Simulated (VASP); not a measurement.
# Cs2CrF6 (Fm-3m) in VASP: notebook

Cs2CrF6 is run at these levels: LDA; tasks: single point.

All numbers are computed with VASP 6.6.1; they aren't measurements. Logs are shortened: lines on timing, memory, paths and dates and some standing lists are left out, and cuts for length are marked.

## 1. The cell of the first run

The structure is cubic, space group Fm-3m (No. 225). Conventional cell: a = 9.022 Å, b = 9.022 Å, c = 9.022 Å, α = 90.00°, β = 90.00°, γ = 90.00°. Within 4.3 Å of Cs (site symmetry -43m) lie 12 F at 3.23 Å and 4 Cr at 3.91 Å. Within 2.3 Å of Cr (site symmetry m-3m) lie 6 F at 1.73 Å. F (site symmetry 4mm) has 1 Cr at 1.73 Å within 2.3 Å.

## 2. Single point, LDA, collinear spin, ferromagnetic start

The input, INCAR:

```
PREC = Accurate
ENCUT = 520
EDIFF = 1E-7
ISMEAR = 0
SIGMA = 0.05
LREAL = False
LASPH = True
NELM = 150
ALGO = Normal
ISIF = 2
LWAVE = False
LCHARG = False
ISPIN = 2
MAGMOM = 0 0 2 0 0 0 0 0 0
LORBIT = 11
LMAXMIX = 4
NBANDS = 50
```

The input, KPOINTS:

```
Automatic mesh
0
Gamma
  4 4 4
```

The input, POSCAR:

```
Cs2CrF6
1.0
    0.0000000000      4.5110002500      4.5110002500
    4.5110002500      0.0000000000      4.5110002500
    4.5110002500      4.5110002500      0.0000000000
Cs Cr F
2 1 6
Direct
    0.2500000000      0.2500000000      0.2500000000
    0.7500000000      0.7500000000      0.7500000000
    0.0000000000      0.0000000000      0.0000000000
    0.8080000000      0.1920000000      0.1920000000
    0.1920000000      0.8080000000      0.1920000000
    0.1920000000      0.8080000000      0.8080000000
    0.8080000000      0.1920000000      0.8080000000
    0.1920000000      0.1920000000      0.8080000000
    0.8080000000      0.8080000000      0.1920000000
```

Potentials or basis: VASP PAW LDA potentials, release 64 (Cs_sv, Cr_pv, F).

Launch:

```
$ cat potpaw_LDA.64/Cs_sv/POTCAR potpaw_LDA.64/Cr_pv/POTCAR potpaw_LDA.64/F/POTCAR > POTCAR
$ mpirun -np 1 vasp_std > vasp.out
```

OUTCAR:

```text
PREC = Accurate
   ENCUT = 520
   EDIFF = 1E-7
   ISMEAR = 0
   LREAL = False
   LASPH = True
   NELM = 150
   ISIF = 2
   ISPIN = 2
   LORBIT = 11

 ion  position               nearest neighbor table
   1  0.250  0.250  0.250-
   2  0.750  0.750  0.750-
   3  0.000  0.000  0.000-   4 1.73   5 1.73   6 1.73   7 1.73   8 1.73   9 1.73
   4  0.808  0.192  0.192-   3 1.73
   5  0.192  0.808  0.192-   3 1.73
   6  0.192  0.808  0.808-   3 1.73
   7  0.808  0.192  0.808-   3 1.73
   8  0.192  0.192  0.808-   3 1.73
   9  0.808  0.808  0.192-   3 1.73

  LATTYP: Found a face centered cubic cell.
 ALAT       =     9.0220005000

  Lattice vectors:

 A1 = (   0.0000000000,   4.5110002500,   4.5110002500)
 A2 = (   4.5110002500,   0.0000000000,   4.5110002500)
 A3 = (   4.5110002500,   4.5110002500,   0.0000000000)

Analysis of symmetry for initial positions (statically):
=====================================================================
 Subroutine PRICEL returns:
 Original cell was already a primitive cell.

 Routine SETGRP: Setting up the symmetry group for a
 face centered cubic supercell.

 Subroutine GETGRP returns: Found 48 space group operations
 (whereof 48 operations were pure point group operations)
 out of a pool of 48 trial point group operations.

The static configuration has the point symmetry O_h .

Analysis of symmetry for dynamics (positions and initial velocities):
=====================================================================
 Subroutine PRICEL returns:
 Original cell was already a primitive cell.

 Routine SETGRP: Setting up the symmetry group for a
 face centered cubic supercell.

 Subroutine GETGRP returns: Found 48 space group operations
 (whereof 48 operations were pure point group operations)
 out of a pool of 48 trial point group operations.

The dynamic configuration has the point symmetry O_h .

Analysis of structural, dynamic, and magnetic symmetry:
=====================================================================
 Subroutine PRICEL returns:
 Original cell was already a primitive cell.

 Routine SETGRP: Setting up the symmetry group for a
 face centered cubic supercell.

 Subroutine GETGRP returns: Found 48 space group operations
 (whereof 48 operations were pure point group operations)
 out of a pool of 48 trial point group operations.

The overall configuration has the point symmetry O_h .

 Subroutine INISYM returns: Found 48 space group operations
 (whereof 48 operations are pure point group operations),
 and found     1 'primitive' translations

----------------------------------------------------------------------------------------

                                     Primitive cell

  volume of cell :     183.5898

  direct lattice vectors                    reciprocal lattice vectors
     0.000000000  4.511000250  4.511000250    -0.110840162  0.110840162  0.110840162
     4.511000250  0.000000000  4.511000250     0.110840162 -0.110840162  0.110840162
     4.511000250  4.511000250  0.000000000     0.110840162  0.110840162 -0.110840162

  length of vectors
     6.379517733  6.379517733  6.379517733     0.191980793  0.191980793  0.191980793

  position of ions in fractional coordinates (direct lattice)
     0.250000000  0.250000000  0.250000000
     0.750000000  0.750000000  0.750000000
     0.000000000  0.000000000  0.000000000
     0.808000000  0.192000000  0.192000000
     0.192000000  0.808000000  0.192000000
     0.192000000  0.808000000  0.808000000
     0.808000000  0.192000000  0.808000000
     0.192000000  0.192000000  0.808000000
     0.808000000  0.808000000  0.192000000

  ion indices of the primitive-cell ions
   primitive index   ion index
                 1           1
                 2           2
                 3           3
                 4           4
                 5           5
                 6           6
                 7           7
[... 40 lines left out ...]
   number of dos      NEDOS =    301   number of ions     NIONS =      9
   total plane-waves  NPLWV = 110592
   dimension x,y,z NGX =    48 NGY =   48 NGZ =   48
   dimension x,y,z NGXF=    96 NGYF=   96 NGZF=   96
   ions per type =               2   1   6
   NGX,Y,Z   is equivalent  to a cutoff of  12.51, 12.51, 12.51 a.u.
   NGXF,Y,Z  is equivalent  to a cutoff of  25.02, 25.02, 25.02 a.u.
 SYSTEM =  unknown system
   PREC   = accura    normal or accurate (medium, high low for compatibility)
   ISTART =      0    job   : 0-new  1-cont  2-samecut
   ICHARG =      2    charge: 1-file 2-atom 10-const
   ISPIN  =      2    spin polarized calculation?
   LNONCOLLINEAR =      F non collinear calculations
   LSORBIT =      F    spin-orbit coupling
   LASPH  =      T    aspherical Exc in radial PAW
   ENCUT  =  520.0 eV  38.22 Ry    6.18 a.u.  11.86 11.86 11.86*2*pi/ulx,y,z
   NELM   =    150;   NELMIN=  2; NELMDL= -5     # of ELM steps
   EDIFF  = 0.1E-06   stopping-criterion for ELM
   LREAL  =      F    real-space projection
   EDIFFG = 0.1E-05   stopping-criterion for IOM
   NSW    =      0    number of steps for IOM
   IBRION =     -1    ionic relax: 0-MD 1-quasi-New 2-CG
   NFREE  =      0    steps in history (QN), initial steepest desc. (CG)
   ISIF   =      2    stress and relaxation
   ISYM   =      2    0-nonsym 1-usesym 2-fastsym
   POTIM  = 0.5000    time-step for ionic-motion
   TEBEG  =    0.0;   TEEND  =   0.0 temperature during run
   PSTRESS=    0.0 pullay stress
   NELECT =      72.0000    total number of electrons
   NUPDOWN=      -1.0000    fix difference up-down
   EMIN   =  10.00;   EMAX   =-10.00  energy-range for DOS
   EFERMI =   0.00;   METHOD = LEGACY
   ISMEAR =     0;   SIGMA  =   0.05  broadening in eV -4-tet -1-fermi 0-gaus
   EFERMI_NEDOS =   21; number of points for ismear=-14 and -15
   IALGO  =     38    algorithm
   IMIX   =      4    mixing-type and parameters
     AMIX     =   0.40;   BMIX     =  1.00
     AMIX_MAG =   1.60;   BMIX_MAG =  1.00
  volume/ion in A,a.u.               =      20.40       137.66
  Fermi-wavevector in a.u.,A,eV,Ry     =   1.198311  2.264479 19.537270  1.435949
  Thomas-Fermi vector in A             =   2.334203
   LORBIT       =     11    0 simple, 1 ext, 2 COOP (PROOUT), +10 PAW based schemes
   GGA     = CA    functional components
   LHFCALC =     F    Hartree Fock is set to
   AEXX    =    0.0000 exact exchange contribution
   IVDW    =     0    specifies the selected vdW correction
   LEPSILON=     F    determine dielectric tensor
   LRPA    =     F    only Hartree local field effects (RPA)
 spin polarized calculation
 Gauss-broadening in eV      SIGMA  =   0.05
  energy-cutoff  :      520.00
  volume of cell :      183.59
 maximum number of plane-waves:      4988
   NGX = 23   NGY = 23   NGZ = 23

 number of electron      71.9999967 magnetization       2.0000000

 Free energy of the ion-electron system (eV)
  ---------------------------------------------------
  ext. energy  EPLUGINS =         0.00000000
  ---------------------------------------------------
  free energy    TOTEN  =       -50.57966253 eV

  energy without entropy =      -50.54895126  energy(sigma->0) =      -50.56430689

 E-fermi :   0.5363     XC(G=0):  -8.7149

 val. band max:        0.5337084718   @ k =  -0.2500   0.2500   0.0000
 cond. band min:       0.5378465869   @ k =   0.5000   0.2500   0.0000
 fundamental gap:      0.0041381151
 Fermi energy:         0.5363119396

 spin component 1

 k-point     1 :       0.0000    0.0000    0.0000
  band No.  band energies     occupation
      1     -44.4245      1.00000
      2     -44.4244      1.00000
      3     -44.4244      1.00000
      4     -23.2428      1.00000
      5     -22.5258      1.00000
      6     -22.5258      1.00000
[... 397 lines left out ...]
     47       6.9475      0.00000
     48       8.0141      0.00000
 Fermi energy:         0.5363119396

 spin component 2

 k-point     1 :       0.0000    0.0000    0.0000
  band No.  band energies     occupation
      1     -42.6618      1.00000
      2     -42.6618      1.00000
      3     -42.6618      1.00000
      4     -23.1749      1.00000
      5     -22.4577      1.00000
      6     -22.4577      1.00000
[... 397 lines left out ...]
     47       6.9828      0.00000
     48       8.0253      0.00000
 [bands above 48 left out]

------------------------ aborting loop because EDIFF is reached ----------------------------------------

  FORCE on cell =-STRESS in cart. coord.  units (eV):
  Direction    XX          YY          ZZ          XY          YZ          ZX
  --------------------------------------------------------------------------------------
  -------------------------------------------------------------------------------------
  Total        6.5413979      6.5413979      6.5413979     -0.0000000      0.0000000      0.0000000
  in kB       57.0863927     57.0863927     57.0863927     -0.0000000      0.0000000      0.0000000
  external PRESSURE =      57.0863927 kB  Pullay stress =       0.0000000 kB

 VOLUME and BASIS-vectors are now :
 -----------------------------------------------------------------------------
  energy-cutoff  :      520.00
  volume of cell :      183.59
      direct lattice vectors                 reciprocal lattice vectors
     0.000000000  4.511000250  4.511000250    -0.110840162  0.110840162  0.110840162
     4.511000250  0.000000000  4.511000250     0.110840162 -0.110840162  0.110840162
     4.511000250  4.511000250  0.000000000     0.110840162  0.110840162 -0.110840162

 POSITION                                       TOTAL-FORCE (eV/Angst)
 -----------------------------------------------------------------------------------
      2.25550      2.25550      2.25550        -0.000000     -0.000000     -0.000000
      6.76650      6.76650      6.76650         0.000000     -0.000000     -0.000000
      0.00000      0.00000      0.00000         0.000000     -0.000000     -0.000000
      1.73222      4.51100      4.51100         2.795824     -0.000000     -0.000000
      4.51100      1.73222      4.51100         0.000000      2.795824     -0.000000
      7.28978      4.51100      4.51100        -2.795824     -0.000000     -0.000000
      4.51100      7.28978      4.51100         0.000000     -2.795824     -0.000000
      4.51100      4.51100      1.73222         0.000000     -0.000000      2.795824
      4.51100      4.51100      7.28978         0.000000     -0.000000     -2.795824
 -----------------------------------------------------------------------------------
    total drift:                                0.000000      0.000000      0.000000

  FREE ENERGIE OF THE ION-ELECTRON SYSTEM (eV)
  ---------------------------------------------------
  free  energy   TOTEN  =       -50.5796625275 eV

  energy  without entropy=      -50.5489512603  energy(sigma->0) =      -50.56430689

 total charge

# of ion       s       p       d       tot
------------------------------------------
    1        1.825   4.691   0.020   6.536
    2        1.825   4.691   0.020   6.536
    3        0.433   6.693   4.342  11.468
    4        1.735   4.354   0.000   6.088
    5        1.735   4.354   0.000   6.088
    6        1.735   4.354   0.000   6.088
    7        1.735   4.354   0.000   6.088
    8        1.735   4.354   0.000   6.088
    9        1.735   4.354   0.000   6.088
--------------------------------------------------
tot         14.492  42.196   4.382  61.069

 magnetization (x)

# of ion       s       p       d       tot
------------------------------------------
    1        0.001   0.000   0.001   0.002
    2        0.001   0.000   0.001   0.002
    3        0.011   0.015   1.749   1.775
    4       -0.000   0.021   0.000   0.021
    5       -0.000   0.021   0.000   0.021
    6       -0.000   0.021   0.000   0.021
    7       -0.000   0.021   0.000   0.021
    8       -0.000   0.021   0.000   0.021
    9       -0.000   0.021   0.000   0.021
--------------------------------------------------
tot          0.011   0.143   1.751   1.904
```

It took 4.6 min on 1 thread of AMD EPYC 7R43 (Zen 3), shared host; peak memory 0.29 GiB.

What came out:

```
Free energy                                           : -50.5797 eV
Pressure                                              : 5.7 GPa
Largest force                                         : 2.796 eV/Å
Band gap on the k mesh                                : zero (filled and empty bands overlap)
Net moment                                            : 2.00 μB per cell
Site moments                                          : Cs +0.00; Cr +1.77; F +0.02 μB
Valence electrons inside the program's atomic spheres : Cs 6.54; Cr 11.47; F 6.09
```

Forces in eV/Å, atoms in the order of the input:
```
Cs   0.000  0.000  0.000
Cs   0.000  0.000  0.000
Cr   0.000  0.000  0.000
F    2.796  0.000  0.000
F    0.000  2.796  0.000
F   -2.796  0.000  0.000
F    0.000 -2.796  0.000
F    0.000  0.000  2.796
F    0.000  0.000 -2.796
```

Levels at points of the mesh, in eV from the Fermi level:
Spin up:
```csv
k point,band 33,band 34,band 35,band 36,band 37,band 38,band 39,band 40
"(0.00, 0.00, 0.00)",-3.55,-3.55,-3.55,0.02,0.02,0.02,2.51,3.45
"(0.50, 0.00, 0.00)",-3.58,-3.58,-3.58,-0.06,0.00,0.00,2.51,3.39
"(0.50, 0.50, 0.00)",-3.60,-3.60,-3.55,-0.12,0.01,0.01,2.51,3.04
```
Spin down:
| k point | band 31 | band 32 | band 33 | band 34 | band 35 | band 36 | band 37 | band 38 | band 39 | band 40 |
| --- | --- | --- | --- | --- | --- | --- | --- | --- | --- | --- |
| (0.00, 0.00, 0.00) | -3.99 | -3.99 | -3.48 | -3.48 | -3.48 | 1.57 | 1.57 | 1.57 | 3.63 | 4.31 |
| (0.50, 0.00, 0.00) | -3.95 | -3.95 | -3.51 | -3.51 | -3.51 | 1.52 | 1.56 | 1.56 | 4.32 | 4.32 |
| (0.50, 0.50, 0.00) | -3.93 | -3.93 | -3.53 | -3.53 | -3.48 | 1.44 | 1.59 | 1.59 | 3.78 | 4.50 |

Caveat: spin-orbit coupling is left out, which moves the levels of the heavy elements; a cell with one magnetic atom can't hold antiferromagnetic order, which such compounds often take; semilocal functionals often make such compounds metallic where correlation or magnetic order opens a gap, which also shifts bond lengths; forces of over 1 eV/Å act on the atoms, so gaps and moduli don't describe the material at rest. With open d or f shells a metallic result of LDA can be an artefact of self-interaction; +U or a hybrid may open a gap.

## 3. Single point, LDA, collinear spin, ferromagnetic start

The input, INCAR:

```
SYSTEM = Cs2CrF6
  PREC = Accurate
  ENCUT = 520
  EDIFF = 1E-6
  ISMEAR = 0
  SIGMA = 0.05
  LREAL = .False.
  LASPH = .True.
  NELM = 150
  ALGO = Normal
  ISIF = 2
  LWAVE = .False.
  LCHARG = .False.
  ISPIN = 2
  MAGMOM = 0 0 1.6 0.02 0.02 0.02 0.02 0.02 0.02
  LORBIT = 11
  LMAXMIX = 4
  NBANDS = 50
```

The input, KPOINTS:

```
regular mesh
0
Gamma
  4 4 4
  0 0 0
```

POSCAR is that of step 2.

Potentials or basis: VASP PAW LDA potentials, release 64 (Cs_sv, Cr_pv, F).

Launch:

```
$ cat potpaw_LDA.64/Cs_sv/POTCAR potpaw_LDA.64/Cr_pv/POTCAR potpaw_LDA.64/F/POTCAR > POTCAR
$ mpirun -np 1 vasp_std > vasp.out
```

Wall time 4 min (1 thread of AMD EPYC 7R43 (Zen 3), shared host); peak memory 0.29 GiB.

The run converged. Its results:

| Quantity | Value |
| --- | --- |
| Free energy | -50.5797 eV |
| Pressure | 5.7 GPa |
| Largest force | 2.796 eV/Å |
| Band gap on the k mesh | zero (filled and empty bands overlap) |
| Net moment | 2.00 μB per cell |
| Site moments | Cs +0.00; Cr +1.77; F +0.02 μB |
| Valence electrons inside the program's atomic spheres | Cs 6.54; Cr 11.47; F 6.09 |

Forces on the atoms (eV/Å):
```
Cs   0.000  0.000  0.000
Cs   0.000  0.000  0.000
Cr   0.000  0.000  0.000
F    2.796  0.000  0.000
F    0.000  2.796  0.000
F   -2.796  0.000  0.000
F    0.000 -2.796  0.000
F    0.000  0.000  2.796
F    0.000  0.000 -2.796
```

Levels at points of the mesh, in eV from the Fermi level:
Spin up:
| k point | band 33 | band 34 | band 35 | band 36 | band 37 | band 38 | band 39 | band 40 |
| --- | --- | --- | --- | --- | --- | --- | --- | --- |
| (0.00, 0.00, 0.00) | -3.55 | -3.55 | -3.55 | 0.02 | 0.02 | 0.02 | 2.51 | 3.45 |
| (0.50, 0.00, 0.00) | -3.58 | -3.58 | -3.58 | -0.06 | 0.00 | 0.00 | 2.51 | 3.39 |
| (0.50, 0.50, 0.00) | -3.60 | -3.60 | -3.55 | -0.12 | 0.01 | 0.01 | 2.51 | 3.04 |
Spin down:
```tsv
k point	band 32	band 33	band 34	band 35	band 36	band 37	band 38	band 39
(0.00, 0.00, 0.00)	-3.99	-3.48	-3.48	-3.48	1.57	1.57	1.57	3.63
(0.50, 0.00, 0.00)	-3.95	-3.51	-3.51	-3.51	1.52	1.56	1.56	4.32
(0.50, 0.50, 0.00)	-3.93	-3.53	-3.53	-3.48	1.44	1.59	1.59	3.78
```

Caveat: spin-orbit coupling is left out, which moves the levels of the heavy elements; a cell with one magnetic atom can't hold antiferromagnetic order, which such compounds often take; semilocal functionals often make such compounds metallic where correlation or magnetic order opens a gap, which also shifts bond lengths; forces of over 1 eV/Å act on the atoms, so gaps and moduli don't describe the material at rest. With open d or f shells a metallic result of LDA can be an artefact of self-interaction; +U or a hybrid may open a gap.
